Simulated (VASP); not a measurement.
Wanted: the native input for a VASP 6.6.1 run.

| Item | Value |
| --- | --- |
| Task | relaxation of cell and atoms |
| Functional | PBE |
| Potentials or basis | VASP PAW PBE potentials, release 64 (Cs_sv) |
| Cutoff | 600 eV |
| k mesh | 6 × 6 × 4 |
| Occupations | fermi-dirac, width 0.08 eV |
| Spin | no spin polarisation |
| Target pressure | 3.3 GPa |
| Dipole correction | no |
| Further INCAR settings | ALGO = Normal; EDIFF = 1e-06; IBRION = 2; EDIFFG = -0.005; NSW = 60; ISIF = 3 |

The structure of Cs lies in POSCAR:

```
Cs
1.0
    5.7899281706      0.0000000000      0.0000000000
   -2.8949640853      5.0142248818      0.0000000000
    0.0000000000      0.0000000000      8.2216980022
Cs
4
Direct
    0.0000000000      0.0000000000      0.0000000000
    0.0000000000      0.0000000000      0.5000000000
    0.3333333333      0.6666666667      0.2500000000
    0.6666666667      0.3333333333      0.7500000000
```

This isn't the form of Cs at room conditions, which is bcc.

The input as run:

INCAR

```
  PREC = Accurate
  ENCUT = 600
  EDIFF = 1E-6
  ISMEAR = -1
  SIGMA = 0.08
  LREAL = F
  LASPH = T
  NELM = 100
  ALGO = Normal
  ISIF = 3
  LWAVE = F
  LCHARG = F
  GGA = PE
  IBRION = 2
  NSW = 60
  EDIFFG = -0.005
  PSTRESS = 33.0
```

KPOINTS

```
regular mesh
0
Gamma
  6 6 4
```

Potentials or basis: VASP PAW PBE potentials, release 64 (Cs_sv).

Command:

```sh
$ cat potpaw_PBE.64/Cs_sv/POTCAR > POTCAR
$ mpirun -np 1 vasp_std > vasp.out
```

Results of the run:

```json
{
  "Relaxed volume": "59.46 Å³/atom",
  "Relaxed cell": "a = 4.376 Å, b = 4.376 Å, c = 14.340 Å, α = 90.00°, β = 90.00°, γ = 120.00°",
  "Space group after relaxing (to 0.1 Å)": "P6_3/mmc (No. 194)",
  "Energy change on relaxing (the run minimises the enthalpy)": "-136.4 meV/atom",
  "Ionic steps": "34",
  "Pressure after relaxing": "3.3 GPa",
  "Band gap on the k mesh": "zero (bands 18 and 19 overlap by 1.49 eV)"
}
```

Caveat: the cell is relaxed towards a set pressure, so the run minimises the enthalpy, not the energy; a cell axis changed by over 15 % at a fixed basis, so the end point is rough; spin-orbit coupling is left out, which moves the levels of the heavy elements.

Wall time 46 min on 1 thread of Intel(R) Xeon(R) Platinum 8259CL CPU @ 2.50GHz (Skylake/Cascade Lake), with other jobs on the host, peak memory 0.5 GiB.
